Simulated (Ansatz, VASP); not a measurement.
## Two plane-wave programs on TiC3

```
CELL_PARAMETERS angstrom
3.01822 0.00000 0.00000
-1.50911 2.61385 0.00000
0.00000 0.00000 4.28543
ATOMIC_POSITIONS crystal
Ti 0.66667 0.33333 0.00000
C 0.66667 0.33333 0.50000
C 0.33333 0.66667 0.32345
C 0.33333 0.66667 0.67655
```

Change from the starting cell: species swapped into the GaAg3 type (P-6m2, No. 187).

Alike in both runs: functional PBE; k mesh 6 × 6 × 2; occupations gaussian, width 0.1 eV; no spin polarisation.

Ansatz relaxed the structure, and its values are those at the end. VASP's run is a single point on that final structure, the one shown.

|  | VASP | Ansatz |
| --- | --- | --- |
| version | VASP 6.6.1 | Ansatz 0.2.0 |
| potentials or method | VASP PAW PBE potentials, release 64 (Ti_sv, C), cutoff 520 eV | scalar-relativistic, plane waves, PAW |
| valence electrons in the cell | 24 | 24 |

```tsv
	VASP	Ansatz	Ansatz less VASP
gap on the k mesh at the Fermi level (eV)	none	none	-
pressure (GPa)	0.6	0.3	-0.32
rms of the force components (eV/Å)	0.021	0.006	-0.0150
```

A gap of «none» marks a metal or a gap that the smearing closes.

The k mesh is coarse, so the values compare programs but aren't converged.
